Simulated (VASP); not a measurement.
A run of VASP 6.6.1 is set up as follows.

File INCAR:

```
PREC = Accurate ; ENCUT = 520
EDIFF = 1E-6 ; ISMEAR = -1
SIGMA = 0.05 ; LREAL = False
LASPH = True ; NELM = 80
ALGO = Normal ; ISIF = 2
LWAVE = False ; LCHARG = False
GGA = PS ; NBANDS = 31
```

KPOINTS

```
Automatic mesh
0
Gamma
  4 4 3
```

Contents of POSCAR:

```
HPbNO4
1.0
    3.8199086880      0.0666621415      0.0095619486
    0.2450871132      4.1737167993      0.0300267526
    0.8329284916      0.8793241324      5.6457035273
H Pb N O
1 1 1 4
Direct
    0.6057882594      0.8934027448      0.2101279814
    0.6389046838      0.4592889154      0.9052510439
    0.7286149918      0.2266790256      0.5038299830
    0.1664942987      0.4923426896      0.7667838323
    0.6375120155      0.9516189500      0.5058062619
    0.5410837861      0.9330269245      0.0462121120
    0.8006519646      0.4126907502      0.3119887856
```

Potentials or basis: VASP PAW PBE potentials, release 64 (H, Pb_d, N, O).

The run is started by

```bash
$ cat potpaw_PBE.64/H/POTCAR potpaw_PBE.64/Pb_d/POTCAR potpaw_PBE.64/N/POTCAR potpaw_PBE.64/O/POTCAR > POTCAR
$ mpirun -np 1 vasp_std > vasp.out
```

Q: Predict the largest force.

A: 0.639 eV/Å.

Q: Predict the pressure.

A: 0.8 GPa.

Stress tensor (GPa, compression positive):
```
 0.15  0.54 -0.08
 0.54  1.35 -0.50
-0.08 -0.50  0.77
```

Caveat: the standard files for N, O and F lose accuracy on very short bonds; the PAW data sets were made with another functional, which shifts forces and pressure a little.
